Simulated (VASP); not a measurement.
The system is GaAs (mix).

```
CELL_PARAMETERS angstrom
0.00000 2.82685 2.82685
2.82685 0.00000 2.82685
2.82685 2.82685 0.00000
ATOMIC_POSITIONS crystal
Ga 0.00000 0.00000 0.00000
As 0.25000 0.25000 0.25000
```

* Program: VASP 6.6.1
* Task: relaxation of cell and atoms
* Functional: PBE
* Potentials or basis: VASP PAW PBE potentials, release 64 (Ga_d, As)
* Cutoff: 500 eV
* k mesh: 12 × 12 × 12
* Occupations: gaussian, width 0.02 eV
* Spin: no spin polarisation

At the start: pressure 3.5 GPa; volume 22.59 Å³/atom.

**Question.** How do energy, volume and symmetry change on relaxing?

**Answer.** Over 3 steps the energy falls by 12.2 meV/atom and the volume is 23.76 Å³/atom (+5.2 %); space group F-43m (No. 216, to 0.05 Å).

The path:
| step | energy change (eV) | largest force (eV/Å) | pressure (GPa) | volume (Å³) |
| --- | --- | --- | --- | --- |
| 1 | 0.0000 | 0.0000 | 3.48 | 45.18 |
| 2 | -0.0209 | 0.0000 | -1.10 | 48.46 |
| 3 | -0.0243 | 0.0000 | -0.01 | 47.53 |

Final structure:
```
CELL_PARAMETERS angstrom
0.00000 2.87501 2.87501
2.87501 0.00000 2.87501
2.87501 2.87501 0.00000
ATOMIC_POSITIONS crystal
Ga 0.00000 0.00000 0.00000
As 0.25000 0.25000 0.25000
```
